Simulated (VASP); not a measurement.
# TiAl (P-6m2) in VASP: vibrations by perturbation theory with LDA

Aim: the vibrations by perturbation theory of TiAl with LDA.

Program: VASP 6.6.1. These are calculated values, not measurements. Logs are shortened: lines on timing, memory, paths and dates and some standing lists are left out, and cuts for length are marked.

## 1. The cell of the first run

It takes space group P-6m2 (No. 187, hexagonal). Conventional cell: a = 2.823 Å, b = 2.823 Å, c = 4.569 Å, α = 90.00°, β = 90.00°, γ = 120.00°. Within 3.7 Å of Ti (site symmetry -6m2) lie 6 Al at 2.81 Å and 6 Ti at 2.82 Å. Al (site symmetry -6m2) has 6 Ti at 2.81 Å and 6 Al at 2.82 Å within 3.7 Å.

## 2. Vibrations by perturbation theory, LDA

Input file INCAR:

```
SYSTEM = TiAl
ALGO = Normal ; EDIFF = 1E-8
ENCUT = 520 ; IBRION = 8
ISIF = 2 ; ISMEAR = -1
LASPH = .True. ; LCHARG = .True.
LREAL = .False. ; LWAVE = .False.
NELM = 60 ; NSW = 1
PREC = Accurate ; SIGMA = 0.15
```

Input file KPOINTS:

```
k-points
0
Gamma
  15 15 8
  0 0 0
```

Input file POSCAR:

```
TiAl
1.0
    2.8229962355      0.0000000028      0.0000000000
   -1.4114981202      2.4447864533      0.0000000000
    0.0000000000      0.0000000000      4.5693087541
Ti Al
1 1
Direct
    0.0000000000      0.0000000000      0.0000000000
    0.3333333333      0.6666666667      0.5000000000
```

Potentials or basis: VASP PAW LDA potentials, release 64 (Ti_sv, Al).

Run with:

```
$ cat potpaw_LDA.64/Ti_sv/POTCAR potpaw_LDA.64/Al/POTCAR > POTCAR
$ mpirun -np 1 vasp_std > vasp.out
```

OUTCAR:

```text
SYSTEM = TiAl
   EDIFF = 1E-8
   ENCUT = 520
   IBRION = 8
   ISIF = 2
   ISMEAR = -1
   LASPH = .True.
   LREAL = .False.
   NELM = 60
   NSW = 1
   PREC = Accurate

 ion  position               nearest neighbor table
   1  0.000  0.000  0.000-   2 2.81   2 2.81   2 2.81   2 2.81   2 2.81   2 2.81
   2  0.333  0.667  0.500-   1 2.81   1 2.81   1 2.81   1 2.81   1 2.81   1 2.81

  LATTYP: Found a hexagonal cell.
 ALAT       =     2.8229962355
 C/A-ratio  =     1.6186024964

  Lattice vectors:

 A1 = (   2.8229962355,   0.0000000028,   0.0000000000)
 A2 = (  -1.4114981202,   2.4447864533,   0.0000000000)
 A3 = (   0.0000000000,   0.0000000000,   4.5693087541)

Analysis of symmetry for initial positions (statically):
=====================================================================
 Subroutine PRICEL returns:
 Original cell was already a primitive cell.

 Routine SETGRP: Setting up the symmetry group for a
 hexagonal supercell.

 Subroutine GETGRP returns: Found 12 space group operations
 (whereof 12 operations were pure point group operations)
 out of a pool of 24 trial point group operations.

The static configuration has the point symmetry D_3h.

Analysis of symmetry for dynamics (positions and initial velocities):
=====================================================================
 Subroutine PRICEL returns:
 Original cell was already a primitive cell.

 Routine SETGRP: Setting up the symmetry group for a
 hexagonal supercell.

 Subroutine GETGRP returns: Found 12 space group operations
 (whereof 12 operations were pure point group operations)
 out of a pool of 24 trial point group operations.

The dynamic configuration has the point symmetry D_3h.

 Subroutine INISYM returns: Found 12 space group operations
 (whereof 12 operations are pure point group operations),
 and found     1 'primitive' translations

----------------------------------------------------------------------------------------

                                     Primitive cell

  volume of cell :      31.5356

  direct lattice vectors                    reciprocal lattice vectors
     2.822996235  0.000000003  0.000000000     0.354233558  0.204516840  0.000000000
    -1.411498120  2.444786453  0.000000000    -0.000000000  0.409033680  0.000000000
     0.000000000  0.000000000  4.569308754     0.000000000  0.000000000  0.218851484

  length of vectors
     2.822996235  2.822996235  4.569308754     0.409033680  0.409033680  0.218851484

  position of ions in fractional coordinates (direct lattice)
     0.000000000  0.000000000  0.000000000
     0.333333333  0.666666667  0.500000000

  ion indices of the primitive-cell ions
   primitive index   ion index
                 1           1
                 2           2

----------------------------------------------------------------------------------------

 KPOINTS: k-points

Automatic generation of k-mesh.
 Grid dimensions read from file:
 generate k-points for:   15   15    8

 Generating k-lattice:

  Cartesian coordinates                     Fractional coordinates (reciprocal lattice)
     0.023615571  0.013634456  0.000000000     0.066666667  0.000000000  0.000000000
    -0.000000000  0.027268912  0.000000000     0.000000000  0.066666667  0.000000000
     0.000000000  0.000000000  0.027356435     0.000000000  0.000000000  0.125000000

  Length of vectors
     0.027268912  0.027268912  0.027356435

[... 82 lines left out ...]
   LEPSILON=     F    determine dielectric tensor
   LRPA    =     F    only Hartree local field effects (RPA)
 non-spin polarized calculation
  energy-cutoff  :      520.00
  volume of cell :       31.54
 maximum number of plane-waves:       867
 NGX is ok and might be reduce to    24
   NGX = 11   NGY = 11   NGZ = 17

--------------------------------------- Ionic step        1  -------------------------------------------

 number of electron      15.0000004 magnetization

 Free energy of the ion-electron system (eV)
  ---------------------------------------------------
  ext. energy  EPLUGINS =         0.00000000
  ---------------------------------------------------
  free energy    TOTEN  =       -13.33425972 eV

  energy without entropy =      -13.17738718  energy(sigma->0) =      -13.25582345

 E-fermi :   8.2389     XC(G=0): -11.3892

 val. band max:        8.2361724769   @ k =   0.3333   0.2667   0.2500
 cond. band min:       8.2407356748   @ k =   0.2667   0.1333   0.3750
 fundamental gap:      0.0045631978
 Fermi energy:         8.2389408273

 k-point     1 :       0.0000    0.0000    0.0000
  band No.  band energies     occupation
      1     -47.4928      2.00000
      2     -24.2148      2.00000
      3     -23.7246      2.00000
      4     -23.7246      2.00000
      5      -0.9311      2.00000
      6       5.8945      2.00000
      7       6.4825      1.99998
      8       9.5210      0.00039
      9       9.5210      0.00039
     10      11.0881      0.00000
     11      11.0881      0.00000
[... 309 lines left out ...]
 k-point    24 :       0.4000    0.2000    0.0000
  band No.  band energies     occupation
      1     -47.3622      2.00000
      2     -24.3322      2.00000
      3     -24.0896      2.00000
      4     -24.0360      2.00000
      5       5.0989      2.00000
      6       5.8489      2.00000
      7       7.0209      1.99941
      8       7.4150      1.99180
      9       8.9893      0.01336
     10      10.8332      0.00000
     11      11.9443      0.00000

 [... further k-points ...]

------------------------ aborting loop because EDIFF is reached ----------------------------------------

  FORCE on cell =-STRESS in cart. coord.  units (eV):
  Direction    XX          YY          ZZ          XY          YZ          ZX
  --------------------------------------------------------------------------------------
  -------------------------------------------------------------------------------------
  Total        0.0107574      0.0107574      0.0381669     -0.0000000      0.0000000     -0.0000000
  in kB        0.5465341      0.5465341      1.9390807     -0.0000000      0.0000000     -0.0000000
  external PRESSURE =       1.0107163 kB  Pullay stress =       0.0000000 kB

 VOLUME and BASIS-vectors are now :
 -----------------------------------------------------------------------------
  energy-cutoff  :      520.00
  volume of cell :       31.54
      direct lattice vectors                 reciprocal lattice vectors
     2.822996235  0.000000003  0.000000000     0.354233558  0.204516840  0.000000000
    -1.411498120  2.444786453  0.000000000    -0.000000000  0.409033680  0.000000000
     0.000000000  0.000000000  4.569308754     0.000000000  0.000000000  0.218851484

 POSITION                                       TOTAL-FORCE (eV/Angst)
 -----------------------------------------------------------------------------------
      0.00000      0.00000      0.00000         0.000000      0.000000      0.000000
     -0.00000      1.62986      2.28465        -0.000000     -0.000000      0.000000
 -----------------------------------------------------------------------------------
    total drift:                                0.000000     -0.000000      0.000000

  FREE ENERGIE OF THE ION-ELECTRON SYSTEM (eV)
  ---------------------------------------------------
  free  energy   TOTEN  =       -13.3342597194 eV

  energy  without entropy=      -13.1773871785  energy(sigma->0) =      -13.25582345

[... ionic steps 2 to 3 ...]

--------------------------------------- Ionic step        4  -------------------------------------------

------------------------ aborting loop because EDIFF is reached ----------------------------------------
[... 11 lines left out ...]
[... ionic steps 8 to 8 ...]

--------------------------------------- Ionic step        9  -------------------------------------------

 Free energy of the ion-electron system (eV)
  ---------------------------------------------------
  ---------------------------------------------------
  free energy    TOTEN  =        -0.01302028 eV

  energy without entropy =       -0.01302028

------------------------ aborting loop because EDIFF is reached ----------------------------------------

 INTERNAL STRAIN TENSOR  FOR ION    2  DIRECTION 3   (eV/Angst):
 -----------------------------------------------------------------------------
     0.00498  0.00000  0.00000
    -0.00000  0.00498 -0.00000
    -0.00000  0.00000 -0.01438

 INTERNAL STRAIN TENSOR FOR ION    2 for displacements in x,y,z  (eV/Angst):
          X           Y           Z          XY          YZ          ZX
  --------------------------------------------------------------------------------
  x    -0.00000     0.00000    -0.00000     3.23716     0.00000     0.00000
  y     3.23716    -3.23716     0.00000     0.00000     0.00000     0.00000
  z     0.00000     0.00000     0.00000     0.00000     0.00000     0.00000

 SECOND DERIVATIVES (NOT SYMMETRIZED)
 ------------------------------------
               1X          1Y          1Z          2X          2Y          2Z
  1X    -2.233091    0.000000    0.000000    2.233091   -0.000000    0.000000
  1Y     0.000000   -2.233091    0.000000   -0.000000    2.233091    0.000000
  1Z     0.000000   -0.000000   -7.723607   -0.000000    0.000000    7.723607
  2X     2.218742   -0.000000    0.000000   -2.218742    0.000000    0.000000
  2Y    -0.000000    2.218742    0.000000    0.000000   -2.218742    0.000000
  2Z    -0.000000    0.000000    7.686112    0.000000    0.000000   -7.686112

 Eigenvectors and eigenvalues of the dynamical matrix
 ----------------------------------------------------

   1 f  =   10.442574 THz    65.612626 2PiTHz  348.326769 cm-1    43.186996 meV
             X         Y         Z           dx          dy          dz
      0.000000  0.000000  0.000000     0.000000    0.000000   -0.601280
     -0.000000  1.629858  2.284654    -0.000000    0.000000    0.799038
[... 21 lines left out ...]
   6 f/i=    0.012208 THz     0.076703 2PiTHz    0.407201 cm-1     0.050487 meV
             X         Y         Z           dx          dy          dz
      0.000000  0.000000  0.000000    -0.000000    0.000000    0.799038
     -0.000000  1.629858  2.284654     0.000000    0.000000    0.601280

--------------------------------------------------------------------------------------------------------

 ELASTIC MODULI CONTR FROM IONIC RELAXATION (kBar)
 Direction    XX          YY          ZZ          XY          YZ          ZX
 --------------------------------------------------------------------------------
 XX        -220.3288    220.3288     -0.0000      0.0000     -0.0000     -0.0000
 YY         220.3288   -220.3288      0.0000      0.0000      0.0000      0.0000
 ZZ          -0.0000      0.0000     -0.0000     -0.0000     -0.0000     -0.0000
 XY           0.0000      0.0000     -0.0000   -220.3288     -0.0000     -0.0000
 YZ          -0.0000      0.0000     -0.0000     -0.0000     -0.0000      0.0000
 ZX          -0.0000      0.0000     -0.0000     -0.0000      0.0000     -0.0000
 --------------------------------------------------------------------------------
```

It took 28 min on 1 thread of AMD EPYC 7R13, shared host; peak memory 0.5 GiB.

Results:

```yaml
Highest_phonon_frequency_at_Γ: 348 cm⁻¹
```

Phonon frequencies in cm⁻¹ (negative: imaginary):
```csv
q point,frequencies
"(0.000, 0.000, 0.000)",0 0 0 187 187 348
```
